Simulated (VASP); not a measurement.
# CsAs2 (Fm-3m) in VASP: single point with PBE

Aim: the single point of CsAs2 with PBE.

Everything below comes from runs of VASP 6.6.1. Logs are shortened: lines on timing, memory, paths and dates and some standing lists are left out, and cuts for length are marked.

## Step 1: The cell of the first run

It takes space group Fm-3m (No. 225, cubic). Conventional cell: a = 7.670 Å, b = 7.670 Å, c = 7.670 Å, α = 90.00°, β = 90.00°, γ = 90.00°. Within 4.4 Å of Cs (site symmetry m-3m) lie 8 As at 3.32 Å. As (site symmetry -43m) has 4 Cs at 3.32 Å and 6 As at 3.83 Å within 4.4 Å.

## Step 2: Single point, PBE

Input file POSCAR:

```
CsAs2
1.0
    0.0000000000      3.8347866395      3.8347866395
    3.8347866395      0.0000000000      3.8347866395
    3.8347866395      3.8347866395      0.0000000000
Cs As
1 2
Direct
    0.0000000000      0.0000000000      0.0000000000
    0.2500000000      0.2500000000      0.2500000000
    0.7500000000      0.7500000000      0.7500000000
```

Input file INCAR.step1:

```
SYSTEM = CsAs2
PREC = Accurate
ENCUT = 520
EDIFF = 1E-6
ISMEAR = 0
SIGMA = 0.1
LREAL = .False.
LASPH = .True.
NELM = 100
ALGO = Normal
ISIF = 2
LWAVE = .False.
LCHARG = .True.
GGA = PE
NBANDS = 16
```

Input file KPOINTS.step1:

```
Automatic mesh
0
Gamma
  10 10 10
  0 0 0
```

Input file INCAR.step2:

```
SYSTEM = CsAs2
PREC = Accurate
ENCUT = 520
EDIFF = 1E-6
ISMEAR = -5
SIGMA = 0.1
LREAL = .False.
LASPH = .True.
NELM = 100
ALGO = Normal
ISIF = 2
LWAVE = .False.
LCHARG = .False.
GGA = PE
LORBIT = 10
NEDOS = 1001
ICHARG = 11
```

Input file KPOINTS.step2:

```
Automatic mesh
0
Gamma
  15 15 15
  0 0 0
```

Potentials or basis: VASP PAW PBE potentials, release 64 (Cs_sv, As).

On the command line:

```sh
> cat potpaw_PBE.64/Cs_sv/POTCAR potpaw_PBE.64/As/POTCAR > POTCAR
> cp INCAR.step1 INCAR
> cp KPOINTS.step1 KPOINTS
> mpirun -np 1 vasp_std > vasp.out
> cp INCAR.step2 INCAR
> cp KPOINTS.step2 KPOINTS
> mpirun -np 1 vasp_std > vasp.out
```

OUTCAR:

```text
SYSTEM = CsAs2
   PREC = Accurate
   ENCUT = 520
   EDIFF = 1E-6
   ISMEAR = -5
   LREAL = .False.
   LASPH = .True.
   NELM = 100
   ISIF = 2
   GGA = PE
   LORBIT = 10
   ICHARG = 11

 ion  position               nearest neighbor table
   1  0.000  0.000  0.000-
   2  0.250  0.250  0.250-
   3  0.750  0.750  0.750-

  LATTYP: Found a face centered cubic cell.
 ALAT       =     7.6695732790

  Lattice vectors:

 A1 = (   0.0000000000,   3.8347866395,   3.8347866395)
 A2 = (   3.8347866395,   0.0000000000,   3.8347866395)
 A3 = (   3.8347866395,   3.8347866395,   0.0000000000)

Analysis of symmetry for initial positions (statically):
=====================================================================
 Subroutine PRICEL returns:
 Original cell was already a primitive cell.

 Routine SETGRP: Setting up the symmetry group for a
 face centered cubic supercell.

 Subroutine GETGRP returns: Found 48 space group operations
 (whereof 48 operations were pure point group operations)
 out of a pool of 48 trial point group operations.

The static configuration has the point symmetry O_h .

Analysis of symmetry for dynamics (positions and initial velocities):
=====================================================================
 Subroutine PRICEL returns:
 Original cell was already a primitive cell.

 Routine SETGRP: Setting up the symmetry group for a
 face centered cubic supercell.

 Subroutine GETGRP returns: Found 48 space group operations
 (whereof 48 operations were pure point group operations)
 out of a pool of 48 trial point group operations.

The dynamic configuration has the point symmetry O_h .

 Subroutine INISYM returns: Found 48 space group operations
 (whereof 48 operations are pure point group operations),
 and found     1 'primitive' translations

----------------------------------------------------------------------------------------

                                     Primitive cell

  volume of cell :     112.7856

  direct lattice vectors                    reciprocal lattice vectors
     0.000000000  3.834786639  3.834786639    -0.130385350  0.130385350  0.130385350
     3.834786639  0.000000000  3.834786639     0.130385350 -0.130385350  0.130385350
     3.834786639  3.834786639  0.000000000     0.130385350  0.130385350 -0.130385350

  length of vectors
     5.423207274  5.423207274  5.423207274     0.225834052  0.225834052  0.225834052

  position of ions in fractional coordinates (direct lattice)
     0.000000000  0.000000000  0.000000000
     0.250000000  0.250000000  0.250000000
     0.750000000  0.750000000  0.750000000

  ion indices of the primitive-cell ions
   primitive index   ion index
                 1           1
                 2           2
                 3           3

----------------------------------------------------------------------------------------

 KPOINTS: Automatic mesh

Automatic generation of k-mesh.
 Grid dimensions read from file:
 generate k-points for:   15   15   15

 Generating k-lattice:

  Cartesian coordinates                     Fractional coordinates (reciprocal lattice)
    -0.008692357  0.008692357  0.008692357     0.066666667  0.000000000  0.000000000
     0.008692357 -0.008692357  0.008692357     0.000000000  0.066666667  0.000000000
     0.008692357  0.008692357 -0.008692357     0.000000000  0.000000000  0.066666667

  Length of vectors
     0.015055603  0.015055603  0.015055603

  Shift w.r.t. Gamma in fractional coordinates (k-lattice)
     0.000000000  0.000000000  0.000000000

 TETIRR: Found    484 inequivalent tetrahedra from    20250

 Subroutine IBZKPT returns following result:
 ===========================================

 Found    120 irreducible k-points:

 Following reciprocal coordinates:
            Coordinates               Weight
  0.000000  0.000000  0.000000      1.000000
  0.066667  0.000000  0.000000      8.000000
  0.133333  0.000000  0.000000      8.000000
  0.200000  0.000000  0.000000      8.000000
  0.266667  0.000000  0.000000      8.000000
  0.333333  0.000000  0.000000      8.000000
[... 16 lines left out ...]
  0.133333  0.133333  0.000000      6.000000
  0.200000  0.133333  0.000000     24.000000
 [... further k-points ...]
   k-points           NKPTS =    120   k-points in BZ     NKDIM =    120   number of bands    NBANDS=     13
   number of dos      NEDOS =   1001   number of ions     NIONS =      3
   total plane-waves  NPLWV =  64000
   dimension x,y,z NGX =    40 NGY =   40 NGZ =   40
   dimension x,y,z NGXF=    80 NGYF=   80 NGZF=   80
   ions per type =               1   2
   NGX,Y,Z   is equivalent  to a cutoff of  12.26, 12.26, 12.26 a.u.
   NGXF,Y,Z  is equivalent  to a cutoff of  24.52, 24.52, 24.52 a.u.
 SYSTEM =  CsAs2
   PREC   = accura    normal or accurate (medium, high low for compatibility)
   ISTART =      0    job   : 0-new  1-cont  2-samecut
   ICHARG =     11    charge: 1-file 2-atom 10-const
   ISPIN  =      1    spin polarized calculation?
   LNONCOLLINEAR =      F non collinear calculations
   LSORBIT =      F    spin-orbit coupling
   LASPH  =      T    aspherical Exc in radial PAW
   ENCUT  =  520.0 eV  38.22 Ry    6.18 a.u.  10.08 10.08 10.08*2*pi/ulx,y,z
   NELM   =    100;   NELMIN=  2; NELMDL=  0     # of ELM steps
   EDIFF  = 0.1E-05   stopping-criterion for ELM
   LREAL  =      F    real-space projection
   EDIFFG = 0.1E-04   stopping-criterion for IOM
   NSW    =      0    number of steps for IOM
   IBRION =     -1    ionic relax: 0-MD 1-quasi-New 2-CG
   NFREE  =      0    steps in history (QN), initial steepest desc. (CG)
   ISIF   =      2    stress and relaxation
   ISYM   =      2    0-nonsym 1-usesym 2-fastsym
   POTIM  = 0.5000    time-step for ionic-motion
   TEBEG  =    0.0;   TEEND  =   0.0 temperature during run
   PSTRESS=    0.0 pullay stress
   NELECT =      19.0000    total number of electrons
   NUPDOWN=      -1.0000    fix difference up-down
   EMIN   =  10.00;   EMAX   =-10.00  energy-range for DOS
   EFERMI =   0.00;   METHOD = LEGACY
   ISMEAR =    -5;   SIGMA  =   0.10  broadening in eV -4-tet -1-fermi 0-gaus
   EFERMI_NEDOS =   21; number of points for ismear=-14 and -15
   IALGO  =     38    algorithm
   IMIX   =      4    mixing-type and parameters
     AMIX     =   0.40;   BMIX     =  1.00
     AMIX_MAG =   1.60;   BMIX_MAG =  1.00
  volume/ion in A,a.u.               =      37.60       253.70
  Fermi-wavevector in a.u.,A,eV,Ry     =   0.904152  1.708600 11.122640  0.817491
  Thomas-Fermi vector in A             =   2.027564
   LORBIT       =     10    0 simple, 1 ext, 2 COOP (PROOUT), +10 PAW based schemes
   GGA     = PE    functional components
   LHFCALC =     F    Hartree Fock is set to
   AEXX    =    0.0000 exact exchange contribution
   IVDW    =     0    specifies the selected vdW correction
   LEPSILON=     F    determine dielectric tensor
   LRPA    =     F    only Hartree local field effects (RPA)
 non-spin polarized calculation
 Fermi weights with tetrahedron method with Bloechl corrections
  energy-cutoff  :      520.00
  volume of cell :      112.79
 maximum number of plane-waves:      3071

 number of electron      18.9999997 magnetization

 Free energy of the ion-electron system (eV)
  ---------------------------------------------------
  ext. energy  EPLUGINS =         0.00000000
  ---------------------------------------------------
  free energy    TOTEN  =        -7.12230642 eV

  energy without entropy =       -7.12230642  energy(sigma->0) =       -7.12230642

 E-fermi :   1.0804     XC(G=0):  -8.1471

 val. band max:        1.0697948718   @ k =   0.4667   0.1333   0.0000
 cond. band min:       1.0485338161   @ k =  -0.2000   0.2667   0.0667
 fundamental gap:     -0.0212610558
 Fermi energy:         1.0804228466

 k-point     1 :       0.0000    0.0000    0.0000
  band No.  band energies     occupation
      1     -19.6544      2.00000
      2      -9.0440      2.00000
      3      -7.9380      2.00000
      4      -6.6636      2.00000
      5      -6.6636      2.00000
      6      -6.6636      2.00000
      7      -0.5805      2.00000
      8      -0.5805      2.00000
      9      -0.5805      2.00000
     10       2.0245      0.00000
     11       2.0245      0.00000
     12       2.0245      0.00000
     13       5.6270      0.00000

 k-point     2 :       0.0667    0.0000    0.0000
  band No.  band energies     occupation
      1     -19.6533      2.00000
      2      -9.0587      2.00000
      3      -7.9566      2.00000
      4      -6.6676      2.00000
      5      -6.6676      2.00000
      6      -6.6361      2.00000
      7      -0.5556      2.00000
      8      -0.5556      2.00000
      9      -0.5158      2.00000
     10       1.9429      0.00000
     11       1.9796      0.00000
     12       1.9796      0.00000
     13       5.7104      0.00000

 k-point     3 :       0.1333    0.0000    0.0000
  band No.  band energies     occupation
      1     -19.6502      2.00000
      2      -9.0957      2.00000
      3      -8.0171      2.00000
      4      -6.6786      2.00000
      5      -6.6786      2.00000
      6      -6.5511      2.00000
      7      -0.4845      2.00000
      8      -0.4845      2.00000
      9      -0.3347      2.00000
     10       1.7314      0.00000
     11       1.8617      0.00000
     12       1.8617      0.00000
     13       5.9336      0.00000
[... 305 lines left out ...]
 k-point    23 :       0.1333    0.1333    0.0000
  band No.  band energies     occupation
      1     -19.6488      2.00000
      2      -9.1170      2.00000
      3      -8.0258      2.00000
      4      -6.7009      2.00000
      5      -6.7009      2.00000
      6      -6.4933      2.00000
      7      -0.4643      2.00000
      8      -0.4643      2.00000
      9      -0.2098      2.00000
     10       1.2184      0.31612
     11       2.0718      0.00000
     12       2.0718      0.00000
     13       5.7954      0.00000

 k-point    24 :       0.2000    0.1333    0.0000
  band No.  band energies     occupation
      1     -19.6454      2.00000
      2      -9.1539      2.00000
      3      -8.0904      2.00000
      4      -6.7199      2.00000
      5      -6.7030      2.00000
      6      -6.4029      2.00000
      7      -0.3885      2.00000
      8      -0.3841      2.00000
      9       0.0142      2.00000
     10       0.9101      1.78000
     11       2.0279      0.00000
     12       2.0441      0.00000
     13       5.9495      0.00000

 [... further k-points ...]

------------------------ aborting loop because EDIFF is reached ----------------------------------------

  FORCE on cell =-STRESS in cart. coord.  units (eV):
  Direction    XX          YY          ZZ          XY          YZ          ZX
  --------------------------------------------------------------------------------------
  -------------------------------------------------------------------------------------
  Total        0.0149453      0.0149453      0.0149453     -0.0000000     -0.0000000      0.0000000
  in kB        0.2123060      0.2123060      0.2123060     -0.0000000     -0.0000000      0.0000000
  external PRESSURE =       0.2123060 kB  Pullay stress =       0.0000000 kB

 VOLUME and BASIS-vectors are now :
 -----------------------------------------------------------------------------
  energy-cutoff  :      520.00
  volume of cell :      112.79
      direct lattice vectors                 reciprocal lattice vectors
     0.000000000  3.834786639  3.834786639    -0.130385350  0.130385350  0.130385350
     3.834786639  0.000000000  3.834786639     0.130385350 -0.130385350  0.130385350
     3.834786639  3.834786639  0.000000000     0.130385350  0.130385350 -0.130385350

 POSITION                                       TOTAL-FORCE (eV/Angst)
 -----------------------------------------------------------------------------------
      0.00000      0.00000      0.00000         0.000000     -0.000000     -0.000000
      1.91739      1.91739      1.91739         0.000000      0.000000      0.000000
      5.75218      5.75218      5.75218        -0.000000     -0.000000      0.000000
 -----------------------------------------------------------------------------------
    total drift:                               -0.000000     -0.000000      0.000000

  FREE ENERGIE OF THE ION-ELECTRON SYSTEM (eV)
  ---------------------------------------------------
  free  energy   TOTEN  =        -7.1223064243 eV

  energy  without entropy=       -7.1223064243  energy(sigma->0) =       -7.12230642

 total charge

# of ion       s       p       d       tot
------------------------------------------
    1        1.852   4.644   0.116   6.613
    2        1.318   1.246   0.006   2.570
    3        1.318   1.246   0.006   2.570
--------------------------------------------------
tot          4.488   7.136   0.129  11.752
```

Run time: 66 s. Hardware: 1 thread of Intel Xeon 6975P-C (Granite Rapids), shared host; peak memory 0.36 GiB.

What came out:

- Valence electrons inside the program's atomic spheres: Cs 6.61; As 2.57

Caveat: spin-orbit coupling is left out, which moves the levels of the heavy elements; tetrahedron occupations give inexact forces and stress in metals.
